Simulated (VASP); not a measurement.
Set up this calculation in VASP 6.6.1, as the native input.

* Task: single point
* Functional: LDA
* Potentials or basis: VASP PAW LDA potentials, release 64 (Cu, I)
* Cutoff: 600 eV
* k mesh: 4 × 4 × 4
* Occupations: gaussian, width 0.01 eV
* Spin: non-collinear spin, zero start, spin-orbit coupling
* Starting moments: [[0.0, 0.0, 0.0], [0.0, 0.0, 0.0], [0.0, 0.0, 0.0], [0.0, 0.0, 0.0]] μB
* Dipole correction: no
* Further INCAR settings: ALGO = Normal; EDIFF = 1e-06; NBANDS = 50

The structure of CuI lies in POSCAR:

```
CuI
1.0
    4.0229000000      0.0000000000      0.0000000000
    0.0000000000      4.0229000000      0.0000000000
    0.0000000000      0.0000000000      5.6506000000
Cu I
2 2
Direct
    0.0000000000      0.0000000000      0.0000000000
    0.5000000000      0.5000000000      0.0000000000
    0.0000000000      0.5000000000      0.2913000000
    0.5000000000      0.0000000000      0.7087000000
```

These files were run (other wordings do the same):

INCAR

```
SYSTEM = CuI
  PREC = Accurate
  ENCUT = 600
  EDIFF = 1E-6
  ISMEAR = 0
  SIGMA = 0.01
  LREAL = .False.
  LASPH = .True.
  NELM = 200
  ALGO = Normal
  ISIF = 2
  LWAVE = .False.
  LCHARG = .False.
  MAGMOM = 0 0 0 0 0 0 0 0 0 0 0 0
  LORBIT = 11
  LSORBIT = .True.
  GGA_COMPAT = .False.
  LORBMOM = .True.
  LMAXMIX = 4
  NBANDS = 50
```

KPOINTS

```
regular mesh
0
Gamma
  4 4 4
  0 0 0
```

Potentials or basis: VASP PAW LDA potentials, release 64 (Cu, I).

Command:

```console
$ cat potpaw_LDA.64/Cu/POTCAR potpaw_LDA.64/I/POTCAR > POTCAR
$ mpirun -np 1 vasp_ncl > vasp.out
```

Results of the run:

* Pressure: 0.6 GPa
* Largest force: 0.283 eV/Å
* Net moment: 0.00 μB per cell
* Valence electrons inside the program's atomic spheres: Cu 9.99; I 4.33

Caveat: the k points lie up to 0.39 Å⁻¹ apart.

Wall time 4.2 min on 1 thread of Oxide Virtual Turin-like Processor (shared host), peak memory 0.36 GiB.
